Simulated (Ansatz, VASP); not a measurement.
Cu in VASP and in Ansatz

File INCAR:

```
SYSTEM = Cu
ALGO = Normal ; EDIFF = 1E-6
ENCUT = 520 ; GGA = CA
ISIF = 2 ; ISMEAR = 0
LASPH = .TRUE. ; LCHARG = .TRUE.
LELF = .TRUE. ; LREAL = .FALSE.
LVHAR = .TRUE. ; LWAVE = .FALSE.
NBANDS = 12 ; NELM = 60
PREC = Accurate ; SIGMA = 0.15
```

KPOINTS

```
k-points
0
G
  22 22 22
  0 0 0
```

POSCAR

```
Cu
1.0
   -1.4987500000      1.4987500000      1.3913500000
    1.4987500000     -1.4987500000      1.3913500000
    1.4987500000      1.4987500000     -1.3913500000
Cu
1
Direct
    0.0000000000      0.0000000000      0.0000000000
```

Input for Ansatz:

```yaml
crystal:
  lattice:
    - [-1.49875, 1.49875, 1.39135]
    - [1.49875, -1.49875, 1.39135]
    - [1.49875, 1.49875, -1.39135]
  atoms:
    - { symbol: Cu, position: [0.0, 0.0, 0.0] }
basis:
  ecutwfc: 520.0
kpoints:
  mp_grid: { grid: [22, 22, 22] }
hamiltonian:
  xc: lda
  pseudopotentials: { kind: paw, azcp: { folder: soft_1 } }
scf:
  occupations: { method: gaussian, width: 0.15 }
output:
  forces: true
  stress: true
  eigenvalues: true
```

Alike in both runs: task single point; functional LDA; k mesh 22 × 22 × 22; occupations gaussian, width 0.15 eV; no spin polarisation.

```csv
,VASP,Ansatz
version,VASP 6.6.1,Ansatz 0.2.0
potentials or method,"VASP PAW LDA potentials, release 64 (Cu), cutoff 520 eV","scalar-relativistic, plane waves, PAW"
valence electrons in the cell,11,19
```

VASP gave:

```
gap on the k mesh at the Fermi level (eV)                     : none
pressure (GPa)                                                : -17.0
traceless stress, the component that is largest in VASP (GPa) : -0.18
```

Problem. What did Ansatz give for the same quantities?

Solution. gap on the k mesh at the Fermi level (eV): none; pressure (GPa): -17.8; traceless stress, the component that is largest in VASP (GPa): -0.21.

Ansatz warns that its potentials were made for another functional, while VASP's fit it. LDA's correlation is that of Perdew and Zunger in VASP and of Perdew and Wang (1992) in Ansatz. A gap of «none» marks a metal or a gap that the smearing closes. VASP's potentials hold 11 valence electrons a cell and Ansatz's 19, so a difference there can come from the potentials and not from the codes.
